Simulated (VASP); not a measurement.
# NiO2 (P-3m1) in VASP: further runs

NiO2 is run at these levels: PBEsol; tasks: single point.

All numbers are computed with VASP 6.6.1; they aren't measurements. Logs are shortened: lines on timing, memory, paths and dates and some standing lists are left out, and cuts for length are marked.

## Step 1: The cell of the first run

Symmetry: P-3m1, No. 164, trigonal system. The conventional cell has a = 2.803 Å, b = 2.803 Å, c = 4.906 Å, α = 90.00°, β = 90.00°, γ = 120.00°. Ni (site symmetry -3m) has 6 O at 1.75 Å within 2.3 Å. Within 2.3 Å of O (site symmetry 3m) lie 3 Ni at 1.75 Å and 3 O at 2.11 Å.

## Step 2: Single point, PBEsol (c/a of the conventional cell at fixed volume 1.7504)

INCAR reads:

```
SYSTEM = NiO2
PREC     = Accurate       ! precision mode
ENCUT    = 520            ! plane-wave cutoff, eV
EDIFF    = 1E-7           ! SCF threshold, eV
ISMEAR   = 0              ! smearing method
SIGMA    = 0.05           ! smearing width, eV
LREAL    = .False.        ! projectors in reciprocal space
LASPH    = .True.         ! aspherical terms in the spheres
NELM     = 60             ! most SCF steps
ALGO     = Normal         ! electronic algorithm
ISIF     = 2              ! what is computed and relaxed
LWAVE    = .False.        ! write WAVECAR
LCHARG   = .False.        ! write CHGCAR
GGA      = PS             ! functional
NBANDS   = 18             ! bands
```

KPOINTS reads:

```
Automatic mesh
0
Gamma
  12 12 6
  0 0 0
```

POSCAR reads:

```
NiO2
1.0
    2.8028105550      0.0000000000      0.0000000000
   -1.4014052775      2.4273051426      0.0000000000
    0.0000000000      0.0000000000      4.9060395955
Ni O
1 2
Direct
    0.0000000000      0.0000000000      0.5000000000
    0.6666666667      0.3333333333      0.6373845568
    0.3333333333      0.6666666667      0.3626154432
```

Potentials or basis: VASP PAW PBE potentials, release 64 (Ni, O).

Run with:

```console
$ cat potpaw_PBE.64/Ni/POTCAR potpaw_PBE.64/O/POTCAR > POTCAR
$ mpirun -np 1 vasp_std > vasp.out
```

OUTCAR:

```text
SYSTEM = NiO2
   PREC = Accurate
   ENCUT = 520
   EDIFF = 1E-7
   ISMEAR = 0
   LREAL = .False.
   LASPH = .True.
   NELM = 60
   ISIF = 2
   GGA = PS

 ion  position               nearest neighbor table
   1  0.000  0.000  0.500-   2 1.75   3 1.75   3 1.75   2 1.75   2 1.75   3 1.75
   2  0.667  0.333  0.637-   1 1.75   1 1.75   1 1.75
   3  0.333  0.667  0.363-   1 1.75   1 1.75   1 1.75

  LATTYP: Found a hexagonal cell.
 ALAT       =     2.8028105550
 C/A-ratio  =     1.7504000000

  Lattice vectors:

 A1 = (   2.8028105550,   0.0000000000,   0.0000000000)
 A2 = (  -1.4014052775,   2.4273051426,   0.0000000000)
 A3 = (   0.0000000000,   0.0000000000,   4.9060395955)

Analysis of symmetry for initial positions (statically):
=====================================================================
 Subroutine PRICEL returns:
 Original cell was already a primitive cell.

 Routine SETGRP: Setting up the symmetry group for a
 hexagonal supercell.

 Subroutine GETGRP returns: Found 12 space group operations
 (whereof 12 operations were pure point group operations)
 out of a pool of 24 trial point group operations.

The static configuration has the point symmetry D_3d.

Analysis of symmetry for dynamics (positions and initial velocities):
=====================================================================
 Subroutine PRICEL returns:
 Original cell was already a primitive cell.

 Routine SETGRP: Setting up the symmetry group for a
 hexagonal supercell.

 Subroutine GETGRP returns: Found 12 space group operations
 (whereof 12 operations were pure point group operations)
 out of a pool of 24 trial point group operations.

The dynamic configuration has the point symmetry D_3d.

 Subroutine INISYM returns: Found 12 space group operations
 (whereof 12 operations are pure point group operations),
 and found     1 'primitive' translations

----------------------------------------------------------------------------------------

                                     Primitive cell

  volume of cell :      33.3771

  direct lattice vectors                    reciprocal lattice vectors
     2.802810555  0.000000000  0.000000000     0.356784727  0.205989758  0.000000000
    -1.401405278  2.427305143  0.000000000     0.000000000  0.411979517  0.000000000
     0.000000000  0.000000000  4.906039596     0.000000000  0.000000000  0.203830397

  length of vectors
     2.802810555  2.802810555  4.906039596     0.411979517  0.411979517  0.203830397

  position of ions in fractional coordinates (direct lattice)
     0.000000000  0.000000000  0.500000000
     0.666666667  0.333333333  0.637384557
     0.333333333  0.666666667  0.362615443

  ion indices of the primitive-cell ions
   primitive index   ion index
                 1           1
                 2           2
                 3           3

----------------------------------------------------------------------------------------

 KPOINTS: Automatic mesh

Automatic generation of k-mesh.
 Grid dimensions read from file:
 generate k-points for:   12   12    6

 Generating k-lattice:

  Cartesian coordinates                     Fractional coordinates (reciprocal lattice)
     0.029732061  0.017165813  0.000000000     0.083333333  0.000000000  0.000000000
     0.000000000  0.034331626  0.000000000     0.000000000  0.083333333  0.000000000
     0.000000000  0.000000000  0.033971733     0.000000000  0.000000000  0.166666667

  Length of vectors
     0.034331626  0.034331626  0.033971733

  Shift w.r.t. Gamma in fractional coordinates (k-lattice)
     0.000000000  0.000000000  0.000000000

 Subroutine IBZKPT returns following result:
 ===========================================

 Found    100 irreducible k-points:

 Following reciprocal coordinates:
            Coordinates               Weight
  0.000000  0.000000  0.000000      1.000000
  0.083333  0.000000  0.000000      6.000000
  0.166667  0.000000  0.000000      6.000000
  0.250000  0.000000  0.000000      6.000000
  0.333333  0.000000  0.000000      6.000000
  0.416667  0.000000  0.000000      6.000000
[... 16 lines left out ...]
  0.166667  0.000000  0.166667      6.000000
  0.000000  0.166667  0.166667      6.000000
 [... further k-points ...]
   k-points           NKPTS =    100   k-points in BZ     NKDIM =    100   number of bands    NBANDS=     18
   number of dos      NEDOS =    301   number of ions     NIONS =      3
   total plane-waves  NPLWV =  20736
   dimension x,y,z NGX =    24 NGY =   24 NGZ =   36
   dimension x,y,z NGXF=    48 NGYF=   48 NGZF=   72
   ions per type =               1   2
   NGX,Y,Z   is equivalent  to a cutoff of  14.24, 14.24, 12.20 a.u.
   NGXF,Y,Z  is equivalent  to a cutoff of  28.47, 28.47, 24.40 a.u.
 SYSTEM =  NiO2
   PREC   = accura    normal or accurate (medium, high low for compatibility)
   ISTART =      0    job   : 0-new  1-cont  2-samecut
   ICHARG =      2    charge: 1-file 2-atom 10-const
   ISPIN  =      1    spin polarized calculation?
   LNONCOLLINEAR =      F non collinear calculations
   LSORBIT =      F    spin-orbit coupling
   LASPH  =      T    aspherical Exc in radial PAW
   ENCUT  =  520.0 eV  38.22 Ry    6.18 a.u.   5.21  5.21  9.12*2*pi/ulx,y,z
   NELM   =     60;   NELMIN=  2; NELMDL= -5     # of ELM steps
   EDIFF  = 0.1E-06   stopping-criterion for ELM
   LREAL  =      F    real-space projection
   EDIFFG = 0.1E-05   stopping-criterion for IOM
   NSW    =      0    number of steps for IOM
   IBRION =     -1    ionic relax: 0-MD 1-quasi-New 2-CG
   NFREE  =      0    steps in history (QN), initial steepest desc. (CG)
   ISIF   =      2    stress and relaxation
   ISYM   =      2    0-nonsym 1-usesym 2-fastsym
   POTIM  = 0.5000    time-step for ionic-motion
   TEBEG  =    0.0;   TEEND  =   0.0 temperature during run
   PSTRESS=    0.0 pullay stress
   NELECT =      22.0000    total number of electrons
   NUPDOWN=      -1.0000    fix difference up-down
   EMIN   =  10.00;   EMAX   =-10.00  energy-range for DOS
   EFERMI =   0.00;   METHOD = LEGACY
   ISMEAR =     0;   SIGMA  =   0.05  broadening in eV -4-tet -1-fermi 0-gaus
   EFERMI_NEDOS =   21; number of points for ismear=-14 and -15
   IALGO  =     38    algorithm
   IMIX   =      4    mixing-type and parameters
     AMIX     =   0.40;   BMIX     =  1.00
     AMIX_MAG =   1.60;   BMIX_MAG =  1.00
  volume/ion in A,a.u.               =      11.13        75.08
  Fermi-wavevector in a.u.,A,eV,Ry     =   1.424730  2.692350 27.617874  2.029856
  Thomas-Fermi vector in A             =   2.545190
   LORBIT       =      0    0 simple, 1 ext, 2 COOP (PROOUT), +10 PAW based schemes
   GGA     = PS    functional components
   LHFCALC =     F    Hartree Fock is set to
   AEXX    =    0.0000 exact exchange contribution
   IVDW    =     0    specifies the selected vdW correction
   LEPSILON=     F    determine dielectric tensor
   LRPA    =     F    only Hartree local field effects (RPA)
 non-spin polarized calculation
 Gauss-broadening in eV      SIGMA  =   0.05
  energy-cutoff  :      520.00
  volume of cell :       33.38
 maximum number of plane-waves:       920
 NGX is ok and might be reduce to    24
   NGX = 11   NGY = 11   NGZ = 19

 number of electron      22.0000012 magnetization

 Free energy of the ion-electron system (eV)
  ---------------------------------------------------
  ext. energy  EPLUGINS =         0.00000000
  ---------------------------------------------------
  free energy    TOTEN  =       -17.40025374 eV

  energy without entropy =      -17.40025374  energy(sigma->0) =      -17.40025374

 E-fermi :   2.9806     XC(G=0): -10.0488

 val. band max:        2.7875806036   @ k =   0.0000   0.0000   0.5000
 cond. band min:       3.5724835842   @ k =   0.3333   0.0000   0.3333
 fundamental gap:      0.7849029806
 Fermi energy:         2.9805806286

 k-point     1 :       0.0000    0.0000    0.0000
  band No.  band energies     occupation
      1     -19.3170      2.00000
      2     -14.3771      2.00000
      3      -5.5878      2.00000
      4      -5.5878      2.00000
      5      -3.4195      2.00000
      6      -0.1233      2.00000
[... 10 lines left out ...]
     17      21.7103      0.00000
     18      21.7104      0.00000

 k-point     2 :       0.0833    0.0000    0.0000
  band No.  band energies     occupation
      1     -19.2030      2.00000
      2     -14.4605      2.00000
      3      -5.5374      2.00000
      4      -5.4981      2.00000
      5      -3.3382      2.00000
      6      -0.5836      2.00000
[... 10 lines left out ...]
     17      21.1816      0.00000
     18      21.9799      0.00000

 k-point     3 :       0.1667    0.0000    0.0000
  band No.  band energies     occupation
      1     -18.8742      2.00000
      2     -14.6925      2.00000
      3      -5.3933      2.00000
      4      -5.2361      2.00000
      5      -3.1467      2.00000
      6      -1.3919      2.00000
[... 10 lines left out ...]
     17      20.1792      0.00000
     18      21.9561      0.00000

 k-point     4 :       0.2500    0.0000    0.0000
  band No.  band energies     occupation
      1     -18.3691      2.00000
      2     -15.0294      2.00000
      3      -5.2226      2.00000
      4      -4.8255      2.00000
      5      -3.1540      2.00000
      6      -1.8886      2.00000
[... 10 lines left out ...]
     17      19.4466      0.00000
     18      21.0489      0.00000

 k-point     5 :       0.3333    0.0000    0.0000
  band No.  band energies     occupation
      1     -17.7539      2.00000
      2     -15.4291      2.00000
      3      -5.2782      2.00000
      4      -4.3138      2.00000
      5      -3.3733      2.00000
      6      -1.8480      2.00000
[... 10 lines left out ...]
     17      18.4175      0.00000
     18      20.9173      0.00000

 k-point     6 :       0.4167    0.0000    0.0000
  band No.  band energies     occupation
      1     -17.1230      2.00000
      2     -15.8666      2.00000
      3      -5.6332      2.00000
      4      -3.7989      2.00000
      5      -3.1341      2.00000
      6      -2.2186      2.00000
[... 10 lines left out ...]
     17      17.3314      0.00000
     18      21.5688      0.00000

 k-point     7 :       0.5000    0.0000    0.0000
  band No.  band energies     occupation
      1     -16.7111      2.00000
      2     -16.1987      2.00000
      3      -5.8217      2.00000
      4      -3.5315      2.00000
      5      -2.8710      2.00000
      6      -2.4097      2.00000
[... 10 lines left out ...]
     17      16.6663      0.00000
     18      21.9859      0.00000

 k-point     8 :       0.0833    0.0833    0.0000
  band No.  band energies     occupation
      1     -18.9818      2.00000
      2     -14.6178      2.00000
      3      -5.4336      2.00000
      4      -5.3277      2.00000
      5      -3.1982      2.00000
      6      -1.0001      2.00000
[... 10 lines left out ...]
     17      20.4564      0.00000
     18      22.0175      0.00000
[... 229 lines left out ...]
     17      17.4771      0.00000
     18      20.6869      0.00000

 k-point    20 :       0.0000    0.0000    0.1667
  band No.  band energies     occupation
      1     -19.3142      2.00000
      2     -14.3869      2.00000
      3      -5.5876      2.00000
      4      -5.5876      2.00000
      5      -3.3578      2.00000
      6      -0.1235      2.00000
[... 10 lines left out ...]
     17      21.7086      0.00000
     18      21.7086      0.00000

 k-point    21 :       0.0833    0.0000    0.1667
  band No.  band energies     occupation
      1     -19.2003      2.00000
      2     -14.4694      2.00000
      3      -5.5409      2.00000
      4      -5.4981      2.00000
      5      -3.2789      2.00000
      6      -0.5826      2.00000
[... 10 lines left out ...]
     17      21.1465      0.00000
     18      22.0097      0.00000

 k-point    22 :       0.0000    0.0833    0.1667
  band No.  band energies     occupation
      1     -19.2003      2.00000
      2     -14.4695      2.00000
      3      -5.5410      2.00000
      4      -5.4976      2.00000
      5      -3.2780      2.00000
      6      -0.5978      2.00000
[... 10 lines left out ...]
     17      21.0583      0.00000
     18      22.0628      0.00000

 k-point    23 :       0.1667    0.0000    0.1667
  band No.  band energies     occupation
      1     -18.8715      2.00000
      2     -14.6994      2.00000
      3      -5.4062      2.00000
      4      -5.2365      2.00000
      5      -3.0990      2.00000
      6      -1.3747      2.00000
[... 10 lines left out ...]
     17      20.2021      0.00000
     18      22.3877      0.00000

 k-point    24 :       0.0000    0.1667    0.1667
  band No.  band energies     occupation
      1     -18.8715      2.00000
      2     -14.6997      2.00000
      3      -5.4044      2.00000
      4      -5.2353      2.00000
      5      -3.0963      2.00000
      6      -1.3967      2.00000
[... 10 lines left out ...]
     17      19.8857      0.00000
     18      22.4047      0.00000

 [... further k-points ...]

------------------------ aborting loop because EDIFF is reached ----------------------------------------

  FORCE on cell =-STRESS in cart. coord.  units (eV):
  Direction    XX          YY          ZZ          XY          YZ          ZX
  --------------------------------------------------------------------------------------
  -------------------------------------------------------------------------------------
  Total        9.5775379      9.5775379      7.4248929      0.0000000      0.0000000      0.0000000
  in kB      459.7431786    459.7431786    356.4114154      0.0000000      0.0000000      0.0000000
  external PRESSURE =     425.2992575 kB  Pullay stress =       0.0000000 kB

 VOLUME and BASIS-vectors are now :
 -----------------------------------------------------------------------------
  energy-cutoff  :      520.00
  volume of cell :       33.38
      direct lattice vectors                 reciprocal lattice vectors
     2.802810555  0.000000000  0.000000000     0.356784727  0.205989758  0.000000000
    -1.401405278  2.427305143  0.000000000     0.000000000  0.411979517  0.000000000
     0.000000000  0.000000000  4.906039596     0.000000000  0.000000000  0.203830397

 POSITION                                       TOTAL-FORCE (eV/Angst)
 -----------------------------------------------------------------------------------
      0.00000      0.00000      2.45302         0.000000      0.000000     -0.000000
      1.40141      0.80910      3.12703         0.000000     -0.000000      5.559525
     -0.00000      1.61820      1.77901        -0.000000      0.000000     -5.559525
 -----------------------------------------------------------------------------------
    total drift:                                0.000000      0.000000      0.000000

  FREE ENERGIE OF THE ION-ELECTRON SYSTEM (eV)
  ---------------------------------------------------
  free  energy   TOTEN  =       -17.4002537379 eV

  energy  without entropy=      -17.4002537379  energy(sigma->0) =      -17.40025374
```

It took 26 s on 1 thread of Intel Xeon Platinum 8559C (Emerald Rapids), shared host; peak memory 0.19 GiB.

What came out:

```yaml
Free_energy: -17.4003 eV
Pressure: 42.5 GPa
Largest_force: 5.560 eV/Å
Band_gap_on_the_k_mesh: 0.78 eV, indirect (least direct gap 1.23 eV)
```

Forces on the atoms (eV/Å):
```
Ni   0.000  0.000  0.000
O    0.000  0.000  5.560
O    0.000  0.000 -5.560
```

Caveat: the PAW data sets were made with another functional, which shifts forces and pressure a little. Spin polarisation is off, so any magnetic state and its effect on volume and gap are missing.

(Part 1 of 2 ends here.)
